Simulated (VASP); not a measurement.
# Au in VASP: notebook

The runs below take Au through relaxation of cell and atoms, single point, with PBE.

All numbers are computed with VASP 6.6.1; they aren't measurements. Logs are shortened: lines on timing, memory, paths and dates and some standing lists are left out, and cuts for length are marked.

### Step 1. The cell of the first run

The structure is orthorhombic, space group Cmmm (No. 65). Conventional cell: a = 2.493 Å, b = 4.654 Å, c = 3.634 Å, α = 90.00°, β = 90.00°, γ = 90.00°. Within 3.3 Å of Au (site symmetry mmm) lie 6 Au at 2.49 to 2.64 Å.

### Step 2. Relaxation of cell and atoms, PBE

INCAR

```
SYSTEM = Au
PREC     = Accurate       ! precision mode
ENCUT    = 600            ! plane-wave cutoff, eV
EDIFF    = 1E-7           ! SCF threshold, eV
ISMEAR   = 0              ! smearing method
SIGMA    = 0.1            ! smearing width, eV
LREAL    = .FALSE.        ! projectors in reciprocal space
LASPH    = .TRUE.         ! aspherical terms in the spheres
NELM     = 60             ! most SCF steps
ALGO     = Normal         ! electronic algorithm
ISIF     = 3              ! what is computed and relaxed
LWAVE    = .FALSE.        ! write WAVECAR
LCHARG   = .FALSE.        ! write CHGCAR
GGA      = PE             ! functional
IBRION   = 2              ! ionic algorithm
NSW      = 90             ! ionic steps
EDIFFG   = -0.04          ! ionic threshold
```

KPOINTS

```
regular mesh
0
G
  8 8 6
  0 0 0
```

POSCAR

```
Au
1.0
    1.2464392937     -2.3271117249      0.0000000000
    1.2464392937      2.3271117249      0.0000000000
    0.0000000000      0.0000000000      3.6341196799
Au
1
Direct
    0.0000000000      0.0000000000      0.0000000000
```

Potentials or basis: VASP PAW PBE potentials, release 64 (Au).

Launch:

```console
$ cat potpaw_PBE.64/Au/POTCAR > POTCAR
$ mpirun -np 1 vasp_std > vasp.out
```

OUTCAR:

```text
SYSTEM = Au
   PREC = Accurate
   ENCUT = 600
   EDIFF = 1E-7
   ISMEAR = 0
   LREAL = .FALSE.
   LASPH = .TRUE.
   NELM = 60
   ISIF = 3
   GGA = PE
   IBRION = 2
   NSW = 90
   EDIFFG = -0.04

 ion  position               nearest neighbor table
   1  0.000  0.000  0.000-

  LATTYP: Found a base centered orthorhombic cell.
 ALAT       =     2.4928785874
 B/A-ratio  =     1.8670076727
 C/A-ratio  =     1.4578005115

  Lattice vectors:

 A1 = (   1.2464392937,  -2.3271117249,   0.0000000000)
 A2 = (   1.2464392937,   2.3271117249,   0.0000000000)
 A3 = (   0.0000000000,   0.0000000000,   3.6341196799)

Analysis of symmetry for initial positions (statically):
=====================================================================
 Subroutine PRICEL returns:
 Original cell was already a primitive cell.

 Routine SETGRP: Setting up the symmetry group for a
 base centered orthorhombic supercell.

 Subroutine GETGRP returns: Found  8 space group operations
 (whereof  8 operations were pure point group operations)
 out of a pool of  8 trial point group operations.

The static configuration has the point symmetry D_2h.

Analysis of symmetry for dynamics (positions and initial velocities):
=====================================================================
 Subroutine PRICEL returns:
 Original cell was already a primitive cell.

 Routine SETGRP: Setting up the symmetry group for a
 base centered orthorhombic supercell.

 Subroutine GETGRP returns: Found  8 space group operations
 (whereof  8 operations were pure point group operations)
 out of a pool of  8 trial point group operations.

The dynamic configuration has the point symmetry D_2h.

 Subroutine INISYM returns: Found  8 space group operations
 (whereof  8 operations are pure point group operations),
 and found     1 'primitive' translations

----------------------------------------------------------------------------------------

                                     Primitive cell

  volume of cell :      21.0823

  direct lattice vectors                    reciprocal lattice vectors
     1.246439294 -2.327111725  0.000000000     0.401142681 -0.214858614  0.000000000
     1.246439294  2.327111725  0.000000000     0.401142681  0.214858614  0.000000000
     0.000000000  0.000000000  3.634119680     0.000000000  0.000000000  0.275169804

  length of vectors
     2.639897705  2.639897705  3.634119680     0.455060078  0.455060078  0.275169804

[... 77 lines left out ...]
   NELM   =     60;   NELMIN=  2; NELMDL= -5     # of ELM steps
   EDIFF  = 0.1E-06   stopping-criterion for ELM
   LREAL  =      F    real-space projection
   EDIFFG = -.4E-01   stopping-criterion for IOM
   NSW    =     90    number of steps for IOM
   IBRION =      2    ionic relax: 0-MD 1-quasi-New 2-CG
   NFREE  =      1    steps in history (QN), initial steepest desc. (CG)
   ISIF   =      3    stress and relaxation
   ISYM   =      2    0-nonsym 1-usesym 2-fastsym
   POTIM  = 0.5000    time-step for ionic-motion
   TEBEG  =    0.0;   TEEND  =   0.0 temperature during run
   PSTRESS=    0.0 pullay stress
   NELECT =      11.0000    total number of electrons
   NUPDOWN=      -1.0000    fix difference up-down
   EMIN   =  10.00;   EMAX   =-10.00  energy-range for DOS
   EFERMI =   0.00;   METHOD = LEGACY
   ISMEAR =     0;   SIGMA  =   0.10  broadening in eV -4-tet -1-fermi 0-gaus
   EFERMI_NEDOS =   21; number of points for ismear=-14 and -15
   IALGO  =     38    algorithm
   IMIX   =      4    mixing-type and parameters
     AMIX     =   0.40;   BMIX     =  1.00
     AMIX_MAG =   1.60;   BMIX_MAG =  1.00
  volume/ion in A,a.u.               =      21.08       142.27
  Fermi-wavevector in a.u.,A,eV,Ry     =   1.317953  2.490570 23.633315  1.737000
  Thomas-Fermi vector in A             =   2.447957
   LORBIT       =      0    0 simple, 1 ext, 2 COOP (PROOUT), +10 PAW based schemes
   GGA     = PE    functional components
   LHFCALC =     F    Hartree Fock is set to
   AEXX    =    0.0000 exact exchange contribution
   IVDW    =     0    specifies the selected vdW correction
   LEPSILON=     F    determine dielectric tensor
   LRPA    =     F    only Hartree local field effects (RPA)
 conjugate gradient relaxation of ions
 non-spin polarized calculation
 Gauss-broadening in eV      SIGMA  =   0.10
  energy-cutoff  :      600.00
  volume of cell :       21.08
 maximum number of plane-waves:       718
 NGX is ok and might be reduce to    24
   NGX = 11   NGY = 11   NGZ = 15

--------------------------------------- Ionic step        1  -------------------------------------------

 number of electron      11.0000000 magnetization

 Free energy of the ion-electron system (eV)
  ---------------------------------------------------
  ext. energy  EPLUGINS =         0.00000000
  ---------------------------------------------------
  free energy    TOTEN  =        -2.67670555 eV

  energy without entropy =       -2.67394154  energy(sigma->0) =       -2.67532355

------------------------ aborting loop because EDIFF is reached ----------------------------------------

  FORCE on cell =-STRESS in cart. coord.  units (eV):
  Direction    XX          YY          ZZ          XY          YZ          ZX
  --------------------------------------------------------------------------------------
  -------------------------------------------------------------------------------------
  Total        6.5065214      3.0459492     -0.2876932     -0.0000000      0.0000000      0.0000000
  in kB      494.4721776    231.4811593    -21.8636468     -0.0000000      0.0000000      0.0000000
  external PRESSURE =     234.6965634 kB  Pullay stress =       0.0000000 kB
[... 672 lines left out ...]
 k-point    24 :       0.2500    0.0000    0.1667
  band No.  band energies     occupation
      1      -1.1314      2.00000
      2       0.8365      2.00000
      3       1.1643      2.00000
      4       1.8185      2.00000
      5       2.1706      2.00000
      6       2.7465      2.00000
      7      11.6121      0.00000
      8      17.6263      0.00000
      9      19.9294      0.00000

 [... further k-points ...]

[... ionic steps 4 to 20 ...]

--------------------------------------- Ionic step       21  -------------------------------------------

 number of electron      10.9999999 magnetization

------------------------ aborting loop because EDIFF is reached ----------------------------------------
[... 65 lines left out ...]
--------------------------------------- Ionic step       23  -------------------------------------------

 number of electron      11.0000000 magnetization

 Free energy of the ion-electron system (eV)
  ---------------------------------------------------
  ext. energy  EPLUGINS =         0.00000000
  ---------------------------------------------------
  free energy    TOTEN  =        -3.18381495 eV

  energy without entropy =       -3.18293312  energy(sigma->0) =       -3.18337403

 E-fermi :   7.5700     XC(G=0): -11.9332

 val. band max:        7.5676535658   @ k =  -0.1250   0.1250   0.5000
 cond. band min:       7.5712160520   @ k =   0.1250   0.0000   0.5000
 fundamental gap:      0.0035624862
 Fermi energy:         7.5700393260
[... 316 lines left out ...]
  FREE ENERGIE OF THE ION-ELECTRON SYSTEM (eV)
  ---------------------------------------------------
  free  energy   TOTEN  =        -3.1838149497 eV

  energy  without entropy=       -3.1829331175  energy(sigma->0) =       -3.18337403

 reached required accuracy - stopping structural energy minimisation
```

OSZICAR:

```text
N       E                     dE             d eps       ncg     rms          rms(c)
DAV:   1     0.498945036409E+02    0.49895E+02   -0.61682E+03  1592   0.120E+03
[... 211 lines left out ...]
       N       E                     dE             d eps       ncg     rms          rms(c)
DAV:   1    -0.318433149987E+01   -0.63488E-03   -0.20486E-02  1528   0.140E+00    0.107E-01
DAV:   2    -0.318394649236E+01    0.38501E-03   -0.52333E-04  1550   0.221E-01    0.547E-02
DAV:   3    -0.318382053449E+01    0.12596E-03   -0.22295E-04  1593   0.126E-01    0.199E-02
DAV:   4    -0.318381473373E+01    0.58008E-05   -0.21933E-05  1648   0.389E-02    0.708E-03
DAV:   5    -0.318381497425E+01   -0.24053E-06   -0.46238E-07  1592   0.563E-03    0.670E-04
DAV:   6    -0.318381494975E+01    0.24507E-07   -0.18214E-08   772   0.123E-03
  23 F= -.31838149E+01 E0= -.31833740E+01  d E =-.118315E-03
```

CONTCAR:

```text
Au
   1.00000000000000
     1.4045696868671027   -2.4360398556376195    0.0000000000000000
     1.4045696868671027    2.4360398556376195    0.0000000000000000
     0.0000000000000000    0.0000000000000000    2.8058587248051814
  Au
     1
Direct
     0.0000000000000000    0.0000000000000000    0.0000000000000000

  0.00000000E+00  0.00000000E+00  0.00000000E+00
```

It took 2.1 min on 1 thread of Intel Xeon 6975P-C (Granite Rapids), shared host; peak memory 0.18 GiB.

What came out:

```yaml
Free_energy: -3.1838 eV
Relaxed_volume: 19.20 Å³/atom
Relaxed_cell: a = 2.812 Å, b = 2.812 Å, c = 2.806 Å, α = 90.00°, β = 90.00°, γ = 120.07°
Space_group_after_relaxing_to_0.05_Å: P6/mmm (No. 191)
Energy_gained_by_relaxing: 507.1 meV/atom
Ionic_steps: 23
Pressure_after_relaxing: 0.0 GPa
```

Step by step:
```csv
step,energy change (eV),largest force (eV/Å),pressure (GPa),volume (Å³)
1,0.0000,0.0000,23.47,21.08
2,0.2912,0.0000,-12.72,31.33
3,-0.3043,0.0000,-4.24,24.51
4,-0.3103,0.0000,-2.82,24.17
5,-0.3114,0.0000,-1.78,23.95
6,-0.3114,0.0000,-2.06,24.00
7,-0.3310,0.0000,-1.49,23.27
8,-0.3560,0.0000,0.84,21.76
9,-0.3678,0.0000,0.18,21.55
10,-0.4152,0.0000,-1.87,20.87
11,-0.4880,0.0000,-0.38,19.38
12,-0.4845,0.0000,-2.61,19.83
13,-0.4902,0.0000,-1.55,19.58
14,-0.4903,0.0000,-1.31,19.54
15,-0.4949,0.0000,0.41,19.18
16,-0.4953,0.0000,1.09,19.06
17,-0.5010,0.0000,1.22,19.00
18,-0.5046,0.0000,1.79,18.92
19,-0.5046,0.0000,1.90,18.90
20,-0.5069,0.0000,0.18,19.16
21,-0.5070,0.0000,-0.24,19.22
22,-0.5070,0.0000,-0.19,19.22
23,-0.5071,0.0000,-0.03,19.20
```

Final structure:
```cif
data_structure
_symmetry_space_group_name_H-M 'P 1'
_symmetry_Int_Tables_number 1
_cell_length_a 2.8120
_cell_length_b 2.8120
_cell_length_c 2.8059
_cell_angle_alpha 90.000
_cell_angle_beta 90.000
_cell_angle_gamma 120.066
_cell_volume 19.20
loop_
_atom_site_label
_atom_site_type_symbol
_atom_site_fract_x
_atom_site_fract_y
_atom_site_fract_z
_atom_site_occupancy
Au1 Au 0.00000 0.00000 0.00000 1
```

Caveat: spin-orbit coupling is left out, which moves the levels of the heavy elements.

### Step 3. Single point, PBE

This run uses another cell than the first one, of 19.36 Å³/atom, 0.919 times its volume.

INCAR

```
PREC = Accurate
ENCUT = 520
EDIFF = 1E-7
ISMEAR = 0
SIGMA = 0.1
LREAL = F
LASPH = T
NELM = 80
ALGO = Normal
ISIF = 2
LWAVE = F
LCHARG = F
GGA = PE
NBANDS = 12
```

KPOINTS

```
Automatic mesh
0
Gamma
  18 18 14
```

POSCAR

```
Au
1.0
    2.8234253351      0.0000000000      0.0000000000
   -1.4117126675      2.4451580659      0.0000000000
    0.0000000000      0.0000000000      2.8049205179
Au
1
Direct
    0.0000000000      0.0000000000      0.0000000000
```

Potentials or basis: VASP PAW PBE potentials, release 64 (Au).

Launch:

```console
$ cat potpaw_PBE.64/Au/POTCAR > POTCAR
$ mpirun -np 1 vasp_std > vasp.out
```

Run time: 20 s. Hardware: 1 thread of Intel Xeon 6975P-C (Granite Rapids), shared host; peak memory 0.19 GiB.

Results (log left out):

```
Free energy : -3.1470 eV
Pressure    : -0.2 GPa
```

Levels at points of the mesh, in eV from the Fermi level:
| k point | band 2 | band 3 | band 4 | band 5 | band 6 | band 7 | band 8 | band 9 | band 10 | band 11 |
| --- | --- | --- | --- | --- | --- | --- | --- | --- | --- | --- |
| (0.00, 0.00, 0.00) | -5.90 | -4.12 | -4.12 | -1.71 | -1.71 | 12.31 | 15.37 | 19.01 | 19.01 | 19.05 |
| (0.50, 0.00, 0.00) | -5.20 | -3.38 | -2.07 | -1.28 | -0.17 | 3.02 | 12.11 | 16.61 | 18.89 | 18.90 |
| (0.00, 0.00, 0.50) | -3.88 | -3.88 | -2.82 | -2.82 | -1.15 | 1.25 | 17.68 | 20.17 | 20.92 | 20.92 |
| (0.50, 0.00, 0.50) | -5.83 | -3.40 | -1.19 | -0.83 | 3.80 | 4.70 | 7.49 | 12.50 | 15.85 | 16.82 |

Caveat: spin-orbit coupling is left out, which moves the levels of the heavy elements.

### Step 4. Single point, PBE

This run uses another cell than the first one, of 19.35 Å³/atom, 0.918 times its volume.

INCAR

```
SYSTEM = Au
PREC = Accurate
ENCUT = 520
EDIFF = 1E-6
ISMEAR = 0
SIGMA = 0.1
LREAL = .False.
LASPH = .True.
NELM = 80
ALGO = Fast
ISIF = 2
LWAVE = .False.
LCHARG = .False.
GGA = PE
NBANDS = 12
```

KPOINTS

```
regular mesh
0
Gamma
  18 18 16
  0 0 0
```

POSCAR

```
Au
1.0
    2.8237620105      0.0000000000      0.0000000000
   -1.4118810053      2.4454496353      0.0000000000
    0.0000000000      0.0000000000      2.8024849795
Au
1
Direct
    0.0000000000      0.0000000000      0.0000000000
```

Potentials or basis: VASP PAW PBE potentials, release 64 (Au).

Launch:

```console
$ cat potpaw_PBE.64/Au/POTCAR > POTCAR
$ mpirun -np 1 vasp_std > vasp.out
```

OUTCAR:

```text
SYSTEM = Au
   PREC = Accurate
   ENCUT = 520
   EDIFF = 1E-6
   ISMEAR = 0
   LREAL = .False.
   LASPH = .True.
   NELM = 80
   ISIF = 2
   GGA = PE

 ion  position               nearest neighbor table
   1  0.000  0.000  0.000-

  LATTYP: Found a hexagonal cell.
 ALAT       =     2.8237620105
 C/A-ratio  =     0.9924650056

  Lattice vectors:

 A1 = (   2.8237620105,   0.0000000000,   0.0000000000)
 A2 = (  -1.4118810053,   2.4454496353,   0.0000000000)
 A3 = (   0.0000000000,   0.0000000000,   2.8024849795)

Analysis of symmetry for initial positions (statically):
=====================================================================
 Subroutine PRICEL returns:
 Original cell was already a primitive cell.

 Routine SETGRP: Setting up the symmetry group for a
 hexagonal supercell.

 Subroutine GETGRP returns: Found 24 space group operations
 (whereof 24 operations were pure point group operations)
 out of a pool of 24 trial point group operations.

The static configuration has the point symmetry D_6h.

[... 167 lines left out ...]
 k-point     1 :       0.0000    0.0000    0.0000
  band No.  band energies     occupation
      1      -1.1562      2.00000
      2       1.4785      2.00000
      3       3.2606      2.00000
      4       3.2606      2.00000
      5       5.6764      2.00000
      6       5.6764      2.00000
      7      19.7221      0.00000
      8      22.7417      0.00000
      9      26.3777      0.00000
     10      26.3777      0.00000
     11      26.4549      0.00000
     12      32.2754      0.00000
[... 331 lines left out ...]
 k-point    24 :       0.3889    0.1111    0.0000
  band No.  band energies     occupation
      1       1.3059      2.00000
      2       2.1661      2.00000
      3       4.1028      2.00000
      4       4.8345      2.00000
      5       5.1925      2.00000
      6       7.7455      0.00002
      7      11.2950      0.00000
      8      17.9920      0.00000
      9      24.4099      0.00000
     10      26.6703      0.00000
     11      28.3456      0.00000
     12      31.4742      0.00000

 [... further k-points ...]

------------------------ aborting loop because EDIFF is reached ----------------------------------------

  FORCE on cell =-STRESS in cart. coord.  units (eV):
  Direction    XX          YY          ZZ          XY          YZ          ZX
  --------------------------------------------------------------------------------------
  -------------------------------------------------------------------------------------
  Total       -0.0217216     -0.0217216     -0.0166257      0.0000000      0.0000000     -0.0000000
  in kB       -1.7983416     -1.7983416     -1.3764516      0.0000000      0.0000000     -0.0000000
  external PRESSURE =      -1.6577116 kB  Pullay stress =       0.0000000 kB

 VOLUME and BASIS-vectors are now :
 -----------------------------------------------------------------------------
  energy-cutoff  :      520.00
  volume of cell :       19.35
      direct lattice vectors                 reciprocal lattice vectors
     2.823762010  0.000000000  0.000000000     0.354137493  0.204461377  0.000000000
    -1.411881005  2.445449635  0.000000000     0.000000000  0.408922754  0.000000000
     0.000000000  0.000000000  2.802484979     0.000000000  0.000000000  0.356826177

 POSITION                                       TOTAL-FORCE (eV/Angst)
 -----------------------------------------------------------------------------------
      0.00000      0.00000      0.00000        -0.000000      0.000000      0.000000
 -----------------------------------------------------------------------------------
    total drift:                                0.000000     -0.000000      0.000000

  FREE ENERGIE OF THE ION-ELECTRON SYSTEM (eV)
  ---------------------------------------------------
  free  energy   TOTEN  =        -3.1491076492 eV

  energy  without entropy=       -3.1482242629  energy(sigma->0) =       -3.14866596
```

OSZICAR:

```text
N       E                     dE             d eps       ncg     rms          rms(c)
DAV:   1     0.494557547368E+02    0.49456E+02   -0.54929E+03  8288   0.803E+02
DAV:   2    -0.273363134892E+01   -0.52189E+02   -0.49306E+02  9280   0.183E+02
DAV:   3    -0.343519780505E+01   -0.70157E+00   -0.70102E+00  9672   0.206E+01
DAV:   4    -0.343798323274E+01   -0.27854E-02   -0.27853E-02  9416   0.149E+00
DAV:   5    -0.343800801350E+01   -0.24781E-04   -0.24780E-04  9872   0.137E-01    0.719E+00
RMM:   6    -0.316371061107E+01    0.27430E+00   -0.35941E-01  8038   0.493E+00    0.477E+00
RMM:   7    -0.315112519668E+01    0.12585E-01   -0.28053E-02  8535   0.159E+00    0.261E+00
RMM:   8    -0.314914689775E+01    0.19783E-02   -0.29672E-03  8751   0.470E-01    0.325E-01
RMM:   9    -0.314909828366E+01    0.48614E-04   -0.42228E-04  9075   0.172E-01    0.778E-02
RMM:  10    -0.314910624026E+01   -0.79566E-05   -0.67225E-05  9129   0.614E-02    0.447E-02
RMM:  11    -0.314910762167E+01   -0.13814E-05   -0.13145E-05  8395   0.234E-02    0.952E-03
RMM:  12    -0.314910764921E+01   -0.27537E-07   -0.18292E-06  7284   0.856E-03
   1 F= -.31491076E+01 E0= -.31486660E+01  d E =-.883386E-03
```

stdout:

```text
POSCAR found type information on POSCAR Au
 POSCAR found :  1 types and       1 ions
 scaLAPACK will be used
 LDA part: xc-table for (Slater+PW92), standard interpolation
 POSCAR, INCAR and KPOINTS ok, starting setup
 FFT: planning ... GRIDC
 FFT: planning ... GRID_SOFT
 FFT: planning ... GRID
 WAVECAR not read
 entering main loop
```

Run time: 25 s. Hardware: 1 thread of Intel Xeon 6975P-C (Granite Rapids), shared host; peak memory 0.2 GiB.

Results:

- Free energy: -3.1491 eV
- Pressure: -0.2 GPa

Caveat: spin-orbit coupling is left out, which moves the levels of the heavy elements.

### Step 5. Overview

| task | cell | k mesh | cutoff (eV) | gap on the mesh (eV) | pressure (GPa) |
| --- | --- | --- | --- | --- | --- |
| relaxation of cell and atoms | relaxed from a = 2.640, b = 2.640, c = 3.634 Å, angles 90.0, 90.0, 123.7°, 1 atom | 8 × 8 × 6 | 600 | none | 0.0 |
| single point | a = 2.823, b = 2.823, c = 2.805 Å, angles 90.0, 90.0, 120.0°, 1 atom | 18 × 18 × 14 | 520 | none | -0.2 |
| single point | a = 2.824, b = 2.824, c = 2.802 Å, angles 90.0, 90.0, 120.0°, 1 atom | 18 × 18 × 16 | 520 | none | -0.2 |

Alike in all rows: level PBE; potentials or basis VASP PAW PBE potentials, release 64 (Au); no spin polarisation; smearing gaussian 0.1 eV.

Caveats: spin-orbit coupling is left out, which moves the levels of the heavy elements.

Absolute energies hang on the potentials; compare differences alone.
